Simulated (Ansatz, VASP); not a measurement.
## One calculation of HC12, two programs

```
C H
1.0
     5.05093    0.00000    0.00000
     0.00000    5.05093    0.00000
     0.00000    0.00000   22.37549
C H
24 2
Direct
  0.00000 0.25000 0.17877
  0.00000 0.75000 0.17877
  0.50000 0.25000 0.17877
  0.50000 0.75000 0.17877
  0.00000 0.00000 0.21867
  0.00000 0.50000 0.21867
  0.50000 0.00000 0.21867
  0.50000 0.50000 0.21867
  0.25000 0.00000 0.25858
  0.25000 0.50000 0.25858
  0.75000 0.00000 0.25858
  0.75000 0.50000 0.25858
  0.25000 0.25000 0.29760
  0.25000 0.75000 0.29760
  0.75000 0.25000 0.29760
  0.75000 0.75000 0.29760
  0.00000 0.25000 0.33949
  0.00000 0.75000 0.33949
  0.50000 0.25000 0.33949
  0.50000 0.75000 0.33949
  0.00000 0.00000 0.37432
  0.00000 0.50000 0.37432
  0.50000 0.00000 0.37432
  0.50000 0.50000 0.37432
  0.93566 0.37500 0.39443
  0.06434 0.37500 0.39443
```

Alike in both runs: task single point; functional PBE; k mesh 5 × 5 × 1; occupations gaussian, width 0.05 eV; no spin polarisation.

|  | VASP | Ansatz |
| --- | --- | --- |
| version | VASP 6.6.1 | Ansatz 0.2.0 |
| potentials or method | VASP PAW PBE potentials, release 64 (C, H), cutoff 520 eV | scalar-relativistic, plane waves, PAW |
| valence electrons in the cell | 98 | 98 |

```csv
,VASP,Ansatz,Ansatz less VASP
gap on the k mesh at the Fermi level (eV),none,none,-
rms of the force components (eV/Å),5.258,5.177,-0.0810
"work function, face that differs most (eV)",6.22,6.23,+0.006
```

Atom by atom the forces differ by 0.087 eV/Å (rms over components). A gap of «none» marks a metal or a gap that the smearing closes.
